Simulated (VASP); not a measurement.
Ca2Sc (Ca (100), 3 layers), 3 atoms in the cell. The cell holds a slab with vacuum, 3 atoms: a = 3.907 Å, b = 3.907 Å, c = 25.525 Å, α = 90.00°, β = 90.00°, γ = 90.00°. 

```yaml
Program: VASP 6.6.1
Task: single point
Functional: PBE
Potentials_or_basis: VASP PAW PBE potentials, release 64 (Sc_sv, Ca_sv)
Cutoff: 520 eV
k_mesh: 9 × 9 × 1
Occupations: fermi-dirac, width 0.08 eV
Spin: no spin polarisation
Dipole_correction: yes
Further_INCAR_settings: ALGO = Normal; EDIFF = 1e-06; NBANDS = 22
```

Potentials or basis: VASP PAW PBE potentials, release 64 (Sc_sv, Ca_sv).

Run with:

```sh
$ cat potpaw_PBE.64/Sc_sv/POTCAR potpaw_PBE.64/Ca_sv/POTCAR > POTCAR
$ mpirun -np 1 vasp_std > vasp.out
```

Hardware: 1 thread of Intel(R) Xeon(R) Platinum 8259CL CPU @ 2.50GHz (Skylake/Cascade Lake), on a shared host.

Estimate the wall time of this run.

Run time: 3.7 min on 1 thread of Intel(R) Xeon(R) Platinum 8259CL CPU @ 2.50GHz (Skylake/Cascade Lake) (shared host), peak memory 0.5 GiB. Counts: scf iterations 25, k points 15.
